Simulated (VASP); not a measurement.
Here is a VASP 6.6.1 calculation.

File INCAR:

```
PREC     = Accurate       # precision mode
ENCUT    = 520            # plane-wave cutoff, eV
EDIFF    = 1E-6           # SCF threshold, eV
ISMEAR   = -1             # smearing method
SIGMA    = 0.01           # smearing width, eV
LREAL    = False          # projectors in reciprocal space
LASPH    = True           # aspherical terms in the spheres
NELM     = 100            # most SCF steps
ALGO     = Normal         # electronic algorithm
ISIF     = 2              # what is computed and relaxed
LWAVE    = False          # write WAVECAR
LCHARG   = False          # write CHGCAR
GGA      = PE             # functional
NBANDS   = 16             # bands
```

KPOINTS

```
regular mesh
0
Gamma
  8 8 8
```

File POSCAR:

```
ZnS
1.0
    0.0000000000      2.6864974396      2.6864974396
    2.6864974396      0.0000000000      2.6864974396
    2.6864974396      2.6864974396      0.0000000000
Zn S
1 1
Direct
    0.0000000000      0.0000000000      0.0000000000
    0.7500000000      0.7500000000      0.7500000000
```

Potentials or basis: VASP PAW PBE potentials, release 64 (Zn, S).

Command:

```sh
$ cat potpaw_PBE.64/Zn/POTCAR potpaw_PBE.64/S/POTCAR > POTCAR
$ mpirun -np 1 vasp_std > vasp.out
```

Task: What does it give for the pressure?

Result: 3.2 GPa.

Task: Predict the band gap on the k mesh.

Result: 2.19 eV, direct.
